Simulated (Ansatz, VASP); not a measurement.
One calculation of RuS2, two programs

```
Ru S
1.0
     5.61060    0.00000    0.00000
     0.00000    5.61060    0.00000
     0.00000    0.00000    5.61060
Ru S
4 8
Direct
  0.00000 0.50000 0.50000
  0.50000 0.50000 0.00000
  0.50000 0.00000 0.50000
  0.00000 0.00000 0.00000
  0.38831 0.11169 0.88831
  0.11169 0.88831 0.38831
  0.88831 0.38831 0.11169
  0.61169 0.61169 0.61169
  0.61169 0.88831 0.11169
  0.88831 0.11169 0.61169
  0.11169 0.61169 0.88831
  0.38831 0.38831 0.38831
```

Alike in both runs: functional PBEsol; k mesh 5 × 5 × 5; occupations fermi-dirac, width 0.05 eV; no spin polarisation.

|  | VASP | Ansatz |
| --- | --- | --- |
| version | VASP 6.6.1 | Ansatz 0.2.0 |
| potentials or method | VASP PAW PBE potentials, release 64 (Ru_pv, S) | Ansatz PAW |
| plane-wave cutoff (eV) | 520 | 420 |
| valence electrons in the cell | 104 | 112 |
| task | single point | band structure |

Ansatz gave:

| Item | Value |
| --- | --- |
| gap on the k mesh at the Fermi level (eV) | 0.71 |
| least direct gap on the mesh (eV) | 0.93 |
| pressure (GPa) | -3.1 |
| rms of the force components (eV/Å) | 0.156 |

Problem. Which values does VASP return?

Solution. gap on the k mesh at the Fermi level (eV): 0.71; least direct gap on the mesh (eV): 0.93; pressure (GPa): -3.1; rms of the force components (eV/Å): 0.142.

VASP's potentials were made for PBE, not for PBEsol. Atom by atom the forces differ by 0.014 eV/Å (rms over components). VASP's potentials hold 104 valence electrons a cell and Ansatz's 112, so a difference there can come from the potentials and not from the codes.
